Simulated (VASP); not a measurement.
AlNi, 2 atoms in the cell. The typed cell holds 2 atoms: a = 2.813 Å, b = 2.813 Å, c = 2.816 Å, α = 90.00°, β = 90.00°, γ = 90.00°. 

```yaml
Program: VASP 6.6.1
Task: elastic constants
Functional: PBEsol
Potentials_or_basis: VASP PAW PBE potentials, release 64 (Al, Ni)
Cutoff: 600 eV
k_mesh: 16 × 16 × 14
Occupations: fermi-dirac, width 0.15 eV
Spin: no spin polarisation
Dipole_correction: no
Ions_in_elastic_constants: relaxed
Further_INCAR_settings: ALGO = Fast; EDIFF = 1e-08; IBRION = 6; POTIM = 0.015; NSW = 1; ISIF = 3
```

Potentials or basis: VASP PAW PBE potentials, release 64 (Al, Ni).

Command:

```sh
$ cat potpaw_PBE.64/Al/POTCAR potpaw_PBE.64/Ni/POTCAR > POTCAR
$ mpirun -np 1 vasp_std > vasp.out
```

Hardware: 1 thread of Oxide Virtual Turin-like Processor, on a shared host.

**Question.** How long does it take, and how much memory?

**Answer.** It took 39 min on 1 thread of Oxide Virtual Turin-like Processor, with other jobs on the host, peak memory 0.61 GiB. Counts: scf iterations 264, k points 360.
